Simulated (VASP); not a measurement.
Wanted: the native input for a VASP 6.6.1 run.

```yaml
Task: single point
Functional: PBE
Potentials_or_basis: VASP PAW PBE potentials, release 64 (Mg, S)
Cutoff: 520 eV
k_mesh: 6 × 6 × 4
Occupations: gaussian, width 0.05 eV
Spin: no spin polarisation
Dipole_correction: no
Further_INCAR_settings: ALGO = Normal; EDIFF = 1e-06; NBANDS = 16
```

The structure of MgS lies in POSCAR:

```
MgS
1.0
    4.0346224068      0.0000000000      0.0000000000
   -2.0173112034      3.4940854990      0.0000000000
    0.0000000000      0.0000000000      6.4322941800
Mg S
2 2
Direct
    0.6666666667      0.3333333333      0.4957548500
    0.3333333333      0.6666666667      0.9957548500
    0.2775660329      0.6666666667      0.3792441500
    0.6666666667      0.3333333333      0.8792441500
```

This cell differs from its parent crystal: atom 3 (S) moved by (-0.225, +0.000) A along x and y.

These files were run (other wordings do the same):

INCAR

```
SYSTEM = MgS
PREC = Accurate ; ENCUT = 520
EDIFF = 1E-6 ; ISMEAR = 0
SIGMA = 0.05 ; LREAL = .False.
LASPH = .True. ; NELM = 60
ALGO = Normal ; ISIF = 2
LWAVE = .False. ; LCHARG = .False.
GGA = PE ; NBANDS = 16
```

KPOINTS

```
Automatic mesh
0
Gamma
  6 6 4
  0 0 0
```

Potentials or basis: VASP PAW PBE potentials, release 64 (Mg, S).

Launch:

```sh
$ cat potpaw_PBE.64/Mg/POTCAR potpaw_PBE.64/S/POTCAR > POTCAR
$ mpirun -np 1 vasp_std > vasp.out
```

Results of the run:

| Quantity | Value |
| --- | --- |
| Pressure | 1.6 GPa |
| Largest force | 1.569 eV/Å |
| Band gap on the k mesh | 3.36 eV |

Caveat: the cell differs from its parent crystal (atom 3 (S) moved by (-0.225, +0.000) A along x and y); forces of over 1 eV/Å act on the atoms, so gaps and moduli don't describe the material at rest.

Wall time 2 min on 1 thread of Intel Xeon 8259CL (shared host), peak memory 0.25 GiB.
